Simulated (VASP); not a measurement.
A run of VASP 6.6.1 is set up as follows.

The input INCAR:

```
ALGO     = Normal         # electronic algorithm
EDIFF    = 1E-6           # SCF threshold, eV
ENCUT    = 500            # plane-wave cutoff, eV
GGA      = PE             # functional
GGA_COMPAT= False        
ISIF     = 2              # what is computed and relaxed
ISMEAR   = 1              # smearing method
LASPH    = True           # aspherical terms in the spheres
LCHARG   = False          # write CHGCAR
LREAL    = False          # projectors in reciprocal space
LWAVE    = False          # write WAVECAR
NBANDS   = 10             # bands
NELM     = 120            # most SCF steps
PREC     = Accurate       # precision mode
SIGMA    = 0.1            # smearing width, eV
```

The input KPOINTS:

```
k-points
0
Gamma
  21 21 21
```

The input POSCAR:

```
Ir
1.0
   -1.5550628207      1.5550628207      1.5550628207
    1.5550628207     -1.5550628207      1.5550628207
    1.5550628207      1.5550628207     -1.5550628207
Ir
1
Direct
    0.0000000000      0.0000000000      0.0000000000
```

Potentials or basis: VASP PAW PBE potentials, release 64 (Ir).

The run is started by

```bash
$ cat potpaw_PBE.64/Ir/POTCAR > POTCAR
$ mpirun -np 1 vasp_std > vasp.out
```

(1) What does it give for the pressure?

(2) What does it give for the band gap on the k mesh?

Results:

(1) 0.5 GPa.

(2) zero (an odd number of electrons rules out a gap without spin polarisation).

Caveat: spin-orbit coupling is left out, which moves the levels of the heavy elements.
